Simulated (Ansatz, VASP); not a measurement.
One calculation of In3P, two programs

```xyz
4
Lattice="2.5076 -2.5275 0.0000 2.5076 2.5275 0.0000 0.0000 0.0000 7.7074" Properties=species:S:1:pos:R:3 pbc="T T T"
In    2.5076    0.0000    6.1362
In    0.0000    0.0000    3.8537
In    2.5076    0.0000    1.5712
P     0.0000    0.0000    0.0000
```

Change from the starting cell: species swapped into the ReW3 type (Cmmm, No. 65).

Alike in both runs: functional PBE; k mesh 14 × 14 × 6; occupations gaussian, width 0.1 eV; no spin polarisation.

Ansatz relaxed the structure, and its values are those at the end. VASP's run is a single point on that final structure, the one shown.

|  | VASP | Ansatz |
| --- | --- | --- |
| version | VASP 6.6.1 | Ansatz 0.2.0 |
| potentials or method | VASP PAW PBE potentials, release 64 (In_d, P), cutoff 520 eV | scalar-relativistic, plane waves, PAW |
| valence electrons in the cell | 44 | 44 |

|  | VASP | Ansatz | Ansatz less VASP |
| --- | --- | --- | --- |
| gap on the k mesh at the Fermi level (eV) | none | none | - |
| pressure (GPa) | -0.1 | 0.0 | +0.05 |

A gap of «none» marks a metal or a gap that the smearing closes.
